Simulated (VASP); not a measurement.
Set up this calculation in VASP 6.6.1, as the native input.

| Item | Value |
| --- | --- |
| Task | single point |
| Functional | PBE |
| Dispersion | D3(BJ) |
| Potentials or basis | VASP PAW PBE potentials, release 64 (C, H, O) |
| Cutoff | 520 eV |
| k mesh | 1 × 1 × 1 |
| Occupations | fermi-dirac, width 0.05 eV |
| Spin | no spin polarisation |
| Dipole correction | no |
| Further INCAR settings | LREAL = Auto; ALGO = Normal; EDIFF = 1e-06; NBANDS = 43 |

The structure of H4C2O lies in POSCAR:

```
H4C2O
1.0
    6.8873110000      0.0000000000      0.0000000000
    0.0000000000      6.8873110000      0.0000000000
    0.0000000000      0.0000000000      6.8873110000
C H O
6 12 3
Direct
    0.1053096049      0.9669521240      0.0221712073
    0.7336244871      0.2244417306      0.8398488176
    0.7830922692      0.5280435282      0.3943483894
    0.2168190169      0.5365374092      0.6839389132
    0.6531576692      0.6853327808      0.8765394796
    0.6435312708      0.0226793882      0.3755892539
    0.2506348269      0.9275608434      0.0761255009
   -0.0074339608      0.9266315983      0.1243300905
    0.0714357171      0.8864272283     -0.1059484609
    0.1000971206      1.1179399333      0.0006678949
    0.7108579822      0.1377170277      0.9738053066
    0.5979401830      0.2960081228      0.8024031440
    0.7606016339      0.1136292524      0.7310255047
    0.8585353558      0.3184987581      0.8316453257
    0.8379903274      0.3885115686      0.3623184723
    0.6868863625      0.5304973160      0.5192302192
    0.6876849325      0.5538445991      0.2589109160
    0.8946887980      0.6420648058      0.3952195567
    0.2321080027      0.3820504113      0.7422635627
    0.5643421649      0.7395629441      1.0045575116
    0.4819007012      0.0261059795      0.4033068929
```

These files were run (other wordings do the same):

INCAR

```
SYSTEM = H4C2O
PREC     = Accurate       ! precision mode
ENCUT    = 520            ! plane-wave cutoff, eV
EDIFF    = 1E-6           ! SCF threshold, eV
ISMEAR   = -1             ! smearing method
SIGMA    = 0.05           ! smearing width, eV
LREAL    = Auto         
LASPH    = .True.         ! aspherical terms in the spheres
NELM     = 100            ! most SCF steps
ALGO     = Normal         ! electronic algorithm
ISIF     = 2              ! what is computed and relaxed
LWAVE    = .False.        ! write WAVECAR
LCHARG   = .False.        ! write CHGCAR
GGA      = PE             ! functional
IVDW     = 12             ! dispersion correction
NBANDS   = 43             ! bands
```

KPOINTS

```
Automatic mesh
0
Gamma
  1 1 1
  0 0 0
```

Potentials or basis: VASP PAW PBE potentials, release 64 (C, H, O).

Launch:

```console
$ cat potpaw_PBE.64/C/POTCAR potpaw_PBE.64/H/POTCAR potpaw_PBE.64/O/POTCAR > POTCAR
$ mpirun -np 1 vasp_gam > vasp.out
```

It gave:

The pressure is 1.1 GPa, the largest force is 2.981 eV/Å and the band gap on the k mesh is 6.08 eV. The dispersion energy per atom is -0.036 eV.

Caveat: the k points lie up to 0.91 Å⁻¹ apart.

Run time: 28 s on 1 thread of Intel(R) Xeon(R) 6975P-C (Granite Rapids), on a shared host, peak memory 0.33 GiB.
